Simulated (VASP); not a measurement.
# SiO2 (P6_322) in VASP: settings compared

Aim: see how the results for SiO2 move with the level of theory and the settings. Levels: PBE, r2SCAN. Tasks: electric field gradients.

All numbers are computed with VASP 6.6.1; they aren't measurements. Logs are shortened: lines on timing, memory, paths and dates and some standing lists are left out, and cuts for length are marked.

## (1) The cell of the first run

Symmetry: P6_322, No. 182, hexagonal system. The conventional cell has a = 5.069 Å, b = 5.069 Å, c = 8.558 Å, α = 90.00°, β = 90.00°, γ = 120.00°. Si (site symmetry 3) has 4 O at 1.60 to 1.61 Å within 2.1 Å. O (site symmetry 2) has 2 Si at 1.61 Å within 2.1 Å. O (site symmetry 32) has 2 Si at 1.60 Å within 2.1 Å.

## (2) Electric field gradients, PBE

Contents of INCAR:

```
SYSTEM = SiO2
PREC = Accurate
ENCUT = 520
EDIFF = 1E-8
ISMEAR = -1
SIGMA = 0.01
LREAL = .False.
LASPH = .True.
NELM = 60
ALGO = Normal
ISIF = 2
LWAVE = .False.
LCHARG = .False.
GGA = PE
LEFG = .True.
NBANDS = 44
```

Contents of KPOINTS:

```
Automatic mesh
0
Gamma
  6 6 3
  0 0 0
```

Contents of POSCAR:

```
SiO2
1.0
    5.0690738885      0.0000000000      0.0000000000
   -2.5345369442      4.3899467611      0.0000000000
    0.0000000000      0.0000000000      8.5584885400
Si O
4 8
Direct
    0.6666666667      0.3333333333      0.9371258000
    0.6666666667      0.3333333333      0.5628742000
    0.3333333333      0.6666666667      0.0628742000
    0.3333333333      0.6666666667      0.4371258000
    0.0000000000      0.4212587450      0.0000000000
    0.4212587450      0.4212587450      0.5000000000
    0.5787412550      0.0000000000      0.5000000000
    0.5787412550      0.5787412550      0.0000000000
    0.0000000000      0.5787412550      0.5000000000
    0.6666666667      0.3333333333      0.7500000000
    0.3333333333      0.6666666667      0.2500000000
    0.4212587450      0.0000000000      0.0000000000
```

Potentials or basis: VASP PAW PBE potentials, release 64 (Si, O).

Command:

```bash
$ cat potpaw_PBE.64/Si/POTCAR potpaw_PBE.64/O/POTCAR > POTCAR
$ mpirun -np 1 vasp_std > vasp.out
```

OUTCAR:

```text
SYSTEM = SiO2
   PREC = Accurate
   ENCUT = 520
   EDIFF = 1E-8
   ISMEAR = -1
   LREAL = .False.
   LASPH = .True.
   NELM = 60
   ISIF = 2
   GGA = PE

 ion  position               nearest neighbor table
   1  0.667  0.333  0.937-  10 1.60   5 1.61  12 1.61   8 1.61   3 3.12   3 3.12   3 3.12
   2  0.667  0.333  0.563-  10 1.60   7 1.61   9 1.61   6 1.61   4 3.12   4 3.12   4 3.12
   3  0.333  0.667  0.063-  11 1.60  12 1.61   5 1.61   8 1.61   1 3.12   1 3.12   1 3.12
   4  0.333  0.667  0.437-  11 1.60   9 1.61   7 1.61   6 1.61   2 3.12   2 3.12   2 3.12
   5  0.000  0.421  0.000-   1 1.61   3 1.61
   6  0.421  0.421  0.500-   4 1.61   2 1.61
   7  0.579  0.000  0.500-   2 1.61   4 1.61
   8  0.579  0.579  0.000-   1 1.61   3 1.61
   9  0.000  0.579  0.500-   4 1.61   2 1.61
  10  0.667  0.333  0.750-   1 1.60   2 1.60
  11  0.333  0.667  0.250-   3 1.60   4 1.60
  12  0.421  0.000  0.000-   3 1.61   1 1.61

  LATTYP: Found a hexagonal cell.
 ALAT       =     5.0690738885
 C/A-ratio  =     1.6883732075

  Lattice vectors:

 A1 = (   5.0690738885,   0.0000000000,   0.0000000000)
 A2 = (  -2.5345369442,   4.3899467611,   0.0000000000)
 A3 = (   0.0000000000,   0.0000000000,   8.5584885400)

Analysis of symmetry for initial positions (statically):
=====================================================================
 Subroutine PRICEL returns:
 Original cell was already a primitive cell.

 Routine SETGRP: Setting up the symmetry group for a
 hexagonal supercell.

 Subroutine GETGRP returns: Found 12 space group operations
 (whereof  6 operations were pure point group operations)
 out of a pool of 24 trial point group operations.

The static configuration has the point symmetry D_3 .
 The point group associated with its full space group is D_6 .

Analysis of symmetry for dynamics (positions and initial velocities):
=====================================================================
 Subroutine PRICEL returns:
 Original cell was already a primitive cell.

 Routine SETGRP: Setting up the symmetry group for a
 hexagonal supercell.

 Subroutine GETGRP returns: Found 12 space group operations
 (whereof  6 operations were pure point group operations)
 out of a pool of 24 trial point group operations.

The dynamic configuration has the point symmetry D_3 .
 The point group associated with its full space group is D_6 .

 Subroutine INISYM returns: Found 12 space group operations
 (whereof  6 operations are pure point group operations),
 and found     1 'primitive' translations

----------------------------------------------------------------------------------------

                                     Primitive cell

  volume of cell :     190.4517

  direct lattice vectors                    reciprocal lattice vectors
     5.069073889  0.000000000  0.000000000     0.197274694  0.113896598  0.000000000
    -2.534536944  4.389946761  0.000000000     0.000000000  0.227793195  0.000000000
     0.000000000  0.000000000  8.558488540     0.000000000  0.000000000  0.116843061

  length of vectors
     5.069073889  5.069073888  8.558488540     0.227793195  0.227793195  0.116843061

  position of ions in fractional coordinates (direct lattice)
     0.666666667  0.333333333  0.937125800
     0.666666667  0.333333333  0.562874200
     0.333333333  0.666666667  0.062874200
     0.333333333  0.666666667  0.437125800
     0.000000000  0.421258745  0.000000000
     0.421258745  0.421258745  0.500000000
     0.578741255  0.000000000  0.500000000
     0.578741255  0.578741255  0.000000000
     0.000000000  0.578741255  0.500000000
     0.666666667  0.333333333  0.750000000
     0.333333333  0.666666667  0.250000000
     0.421258745  0.000000000  0.000000000

  ion indices of the primitive-cell ions
   primitive index   ion index
                 1           1
                 2           2
                 3           3
                 4           4
                 5           5
                 6           6
                 7           7
                 8           8
                 9           9
                10          10
                11          11
                12          12

[... 47 lines left out ...]
   ions per type =               4   8
   NGX,Y,Z   is equivalent  to a cutoff of  13.12, 13.12, 12.43 a.u.
   NGXF,Y,Z  is equivalent  to a cutoff of  26.24, 26.24, 24.86 a.u.
 SYSTEM =  SiO2
   PREC   = accura    normal or accurate (medium, high low for compatibility)
   ISTART =      0    job   : 0-new  1-cont  2-samecut
   ICHARG =      2    charge: 1-file 2-atom 10-const
   ISPIN  =      1    spin polarized calculation?
   LNONCOLLINEAR =      F non collinear calculations
   LSORBIT =      F    spin-orbit coupling
   LASPH  =      T    aspherical Exc in radial PAW
   ENCUT  =  520.0 eV  38.22 Ry    6.18 a.u.   9.43  9.43 15.91*2*pi/ulx,y,z
   NELM   =     60;   NELMIN=  2; NELMDL= -5     # of ELM steps
   EDIFF  = 0.1E-07   stopping-criterion for ELM
   LREAL  =      F    real-space projection
   EDIFFG = 0.1E-06   stopping-criterion for IOM
   NSW    =      0    number of steps for IOM
   IBRION =     -1    ionic relax: 0-MD 1-quasi-New 2-CG
   NFREE  =      0    steps in history (QN), initial steepest desc. (CG)
   ISIF   =      2    stress and relaxation
   ISYM   =      2    0-nonsym 1-usesym 2-fastsym
   POTIM  = 0.5000    time-step for ionic-motion
   TEBEG  =    0.0;   TEEND  =   0.0 temperature during run
   PSTRESS=    0.0 pullay stress
   NELECT =      64.0000    total number of electrons
   NUPDOWN=      -1.0000    fix difference up-down
   EMIN   =  10.00;   EMAX   =-10.00  energy-range for DOS
   EFERMI =   0.00;   METHOD = LEGACY
   ISMEAR =    -1;   SIGMA  =   0.01  broadening in eV -4-tet -1-fermi 0-gaus
   EFERMI_NEDOS =   21; number of points for ismear=-14 and -15
   IALGO  =     38    algorithm
   IMIX   =      4    mixing-type and parameters
     AMIX     =   0.40;   BMIX     =  1.00
     AMIX_MAG =   1.60;   BMIX_MAG =  1.00
  volume/ion in A,a.u.               =      15.87       107.10
  Fermi-wavevector in a.u.,A,eV,Ry     =   1.138168  2.150826 17.625357  1.295427
  Thomas-Fermi vector in A             =   2.274873
   LORBIT       =      0    0 simple, 1 ext, 2 COOP (PROOUT), +10 PAW based schemes
   GGA     = PE    functional components
[... 5 lines left out ...]
 non-spin polarized calculation
  energy-cutoff  :      520.00
  volume of cell :      190.45
 maximum number of plane-waves:      5179
 NGX is ok and might be reduce to    40
   NGX = 19   NGY = 19   NGZ = 31

 number of electron      63.9999969 magnetization

 Free energy of the ion-electron system (eV)
  ---------------------------------------------------
  ext. energy  EPLUGINS =         0.00000000
  ---------------------------------------------------
  free energy    TOTEN  =       -94.86400000 eV

  energy without entropy =      -94.86400000  energy(sigma->0) =      -94.86400000

 E-fermi :  -0.2459     XC(G=0):  -7.8291

 val. band max:       -0.5441189636   @ k =   0.5000  -0.0000   0.0000
 cond. band min:       5.0660845181   @ k =   0.0000   0.0000   0.0000
 fundamental gap:      5.6102034817
 Fermi energy:        -0.2459392926

 k-point     1 :       0.0000    0.0000    0.0000
  band No.  band energies     occupation
      1     -19.9788      2.00000
      2     -19.5739      2.00000
      3     -18.5792      2.00000
      4     -17.9271      2.00000
      5     -17.9127      2.00000
      6     -17.9127      2.00000
[... 647 lines left out ...]
     43      10.4194      0.00000
     44      10.6050      0.00000

------------------------ aborting loop because EDIFF is reached ----------------------------------------

  FORCE on cell =-STRESS in cart. coord.  units (eV):
  Direction    XX          YY          ZZ          XY          YZ          ZX
  --------------------------------------------------------------------------------------
  -------------------------------------------------------------------------------------
  Total        4.9653871      4.9653871      4.9288684      0.0000000      0.0000000     -0.0000000
  in kB       41.7713722     41.7713722     41.4641582      0.0000000      0.0000000     -0.0000000
  external PRESSURE =      41.6689675 kB  Pullay stress =       0.0000000 kB

 VOLUME and BASIS-vectors are now :
 -----------------------------------------------------------------------------
  energy-cutoff  :      520.00
  volume of cell :      190.45
      direct lattice vectors                 reciprocal lattice vectors
     5.069073889  0.000000000  0.000000000     0.197274694  0.113896598  0.000000000
    -2.534536944  4.389946761  0.000000000     0.000000000  0.227793195  0.000000000
     0.000000000  0.000000000  8.558488540     0.000000000  0.000000000  0.116843061

 POSITION                                       TOTAL-FORCE (eV/Angst)
 -----------------------------------------------------------------------------------
      2.53454      1.46332      8.02038         0.000000      0.000000      0.013542
      2.53454      1.46332      4.81735         0.000000      0.000000     -0.013542
     -0.00000      2.92663      0.53811        -0.000000      0.000000     -0.013542
     -0.00000      2.92663      3.74114        -0.000000      0.000000      0.013542
     -1.06770      1.84930      0.00000         0.123899     -0.214599     -0.000000
      1.06770      1.84930      4.27924        -0.123899     -0.214599     -0.000000
      2.93368      0.00000      4.27924         0.247798      0.000000     -0.000000
      1.46684      2.54064      0.00000         0.123899      0.214599     -0.000000
     -1.46684      2.54064      4.27924        -0.123899      0.214599     -0.000000
      2.53454      1.46332      6.41887        -0.000000      0.000000     -0.000000
     -0.00000      2.92663      2.13962         0.000000      0.000000     -0.000000
      2.13539      0.00000      0.00000        -0.247798      0.000000     -0.000000
 -----------------------------------------------------------------------------------
    total drift:                               -0.000001      0.000000      0.000000

  FREE ENERGIE OF THE ION-ELECTRON SYSTEM (eV)
  ---------------------------------------------------
  free  energy   TOTEN  =       -94.8640000033 eV

  energy  without entropy=      -94.8640000033  energy(sigma->0) =      -94.86400000

 Electric field gradients (V/A^2)
---------------------------------------------------------------------
 ion       V_xx      V_yy      V_zz      V_xy      V_xz      V_yz
---------------------------------------------------------------------
   1       0.343     0.343    -0.686    -0.000    -0.000    -0.000
   2       0.343     0.343    -0.686    -0.000     0.000    -0.000
   3       0.343     0.343    -0.686    -0.000    -0.000     0.000
   4       0.343     0.343    -0.686    -0.000     0.000     0.000
   5      45.707   -11.350   -34.357    49.415    40.460    23.359
   6      45.706   -11.351   -34.356   -49.413    40.460   -23.359
   7     -39.880    74.237   -34.357     0.001    -0.000    46.719
   8      45.706   -11.351   -34.356   -49.413   -40.460    23.359
   9      45.707   -11.350   -34.357    49.415   -40.460   -23.359
  10     -48.445   -48.445    96.890    -0.001    -0.000    -0.000
  11     -48.445   -48.445    96.890    -0.001     0.000     0.000
  12     -39.880    74.237   -34.357     0.001     0.000   -46.719
---------------------------------------------------------------------

 Electric field gradients after diagonalization (V/A^2)
 (convention: |V_zz| > |V_xx| > |V_yy|)
----------------------------------------------------------------------
 ion       V_xx      V_yy      V_zz     asymmetry (V_yy - V_xx)/ V_zz
----------------------------------------------------------------------
   1       0.343     0.343    -0.686       0.000
   2       0.343     0.343    -0.686       0.000
   3       0.343     0.343    -0.686       0.000
   4       0.343     0.343    -0.686       0.000
   5     -51.690   -39.880    91.569       0.129
   6     -51.689   -39.879    91.568       0.129
   7     -51.690   -39.880    91.569       0.129
   8     -51.689   -39.879    91.568       0.129
   9     -51.690   -39.880    91.569       0.129
  10     -48.446   -48.444    96.890       0.000
  11     -48.446   -48.444    96.890       0.000
  12     -51.690   -39.880    91.569       0.129
----------------------------------------------------------------------

           NMR quadrupolar parameters

 Cq : quadrupolar parameter    Cq=e*Q*V_zz/h
 eta: asymmetry parameters     (V_yy - V_xx)/ V_zz
 Q  : nuclear electric quadrupole moment in mb (millibarn)
----------------------------------------------------------------------
 ion       Cq(MHz)       eta       Q (mb)
----------------------------------------------------------------------
   1      -0.002       0.000       1.000
   2      -0.002       0.000       1.000
   3      -0.002       0.000       1.000
   4      -0.002       0.000       1.000
   5       0.221       0.129       1.000
   6       0.221       0.129       1.000
   7       0.221       0.129       1.000
   8       0.221       0.129       1.000
   9       0.221       0.129       1.000
  10       0.234       0.000       1.000
  11       0.234       0.000       1.000
  12       0.221       0.129       1.000
----------------------------------------------------------------------
```

Run time: 2.4 min. Hardware: 1 thread of AMD EPYC 7R43 (Zen 3), shared host; peak memory 0.29 GiB.

What came out:

```
Free energy                             : -94.8640 eV
Pressure                                : 4.2 GPa
Largest force                           : 0.248 eV/Å
Band gap on the k mesh                  : 5.61 eV (least direct gap 5.63 eV)
Largest electric field gradient by atom : Si -0.7; O +91.6, +96.9 (each value once) V/Å²
```

Forces in eV/Å, atoms in the order of the input:
```
Si   0.000  0.000  0.014
Si   0.000  0.000 -0.014
Si   0.000  0.000 -0.014
Si   0.000  0.000  0.014
O    0.124 -0.215  0.000
O   -0.124 -0.215  0.000
O    0.248  0.000  0.000
O    0.124  0.215  0.000
O   -0.124  0.215  0.000
O    0.000  0.000  0.000
O    0.000  0.000  0.000
O   -0.248  0.000  0.000
```

Electric field gradients, principal values (V/Å²):
```csv
atom,least,middle,greatest (by size)
1 Si,0.343,0.343,-0.686
2 Si,0.343,0.343,-0.686
3 Si,0.343,0.343,-0.686
4 Si,0.343,0.343,-0.686
5 O,-39.880,-51.690,91.569
6 O,-39.879,-51.689,91.568
7 O,-39.880,-51.690,91.569
8 O,-39.879,-51.689,91.568
9 O,-39.880,-51.690,91.569
10 O,-48.444,-48.446,96.890
11 O,-48.444,-48.446,96.890
12 O,-39.880,-51.690,91.569
```

Caveat: the cell stands under pressure; without QUAD_EFG the Cq values of the log hold for a quadrupole moment of 1 mb, not for the nuclei; an odd mesh through Γ misses points on the zone boundary, where band edges can lie.

(Continued in part 2 of 2.)
